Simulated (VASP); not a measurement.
Input of a VASP 6.6.1 run:

Contents of INCAR:

```
PREC     = Accurate       # precision mode
ENCUT    = 500            # plane-wave cutoff, eV
EDIFF    = 1E-6           # SCF threshold, eV
ISMEAR   = -1             # smearing method
SIGMA    = 0.1            # smearing width, eV
LREAL    = False          # projectors in reciprocal space
LASPH    = True           # aspherical terms in the spheres
NELM     = 200            # most SCF steps
ALGO     = Normal         # electronic algorithm
ISIF     = 2              # what is computed and relaxed
LWAVE    = False          # write WAVECAR
LCHARG   = True           # write CHGCAR
ISPIN    = 2              # spin polarisation
MAGMOM   = 5 0            # initial moments
LORBIT   = 11             # projections on sites
NUPDOWN  = 5.0            # fixed moment
LMAXMIX  = 4              # l up to which the mixer works
LDAU     = True           # DFT+U
LDAUTYPE = 2            
LDAUL    = 2 -1           # shell
LDAUU    = 3.9 0          # U, eV
LDAUJ    = 0 0          
LDAUPRINT= 1            
GGA      = PS             # functional
LELF     = True           # ELF
LVHAR    = True         
NBANDS   = 20             # bands
GGA_COMPAT= False
```

The input KPOINTS:

```
regular mesh
0
Gamma
  6 6 6
```

File POSCAR:

```
MnS
1.0
    0.0000000000      2.7950000000      2.7950000000
    2.7950000000      0.0000000000      2.7950000000
    2.7950000000      2.7950000000      0.0000000000
Mn S
1 1
Direct
    0.0000000000      0.0000000000      0.0000000000
    0.7500000000      0.7500000000      0.7500000000
```

Potentials or basis: VASP PAW PBE potentials, release 64 (Mn_pv, S).

The run is started by

```bash
$ cat potpaw_PBE.64/Mn_pv/POTCAR potpaw_PBE.64/S/POTCAR > POTCAR
$ mpirun -np 1 vasp_std > vasp.out
```

Task: Estimate the pressure.

Result: 2.7 GPa.

Eigenvalues of the final occupation matrices:
```tsv
site	spin	trace	eigenvalues
site 1 d	1	4.68	0.93 0.93 0.94 0.94 0.94
site 1 d	2	0.22	0.02 0.02 0.06 0.06 0.06
```

Caveat: the PAW data sets were made with another functional, which shifts forces and pressure a little; the total moment is fixed, so each spin has its own Fermi level and the state may be an excited one; a cell with one magnetic atom can't hold antiferromagnetic order, which such compounds often take. The state reached can hang on the start; a lower one may exist.
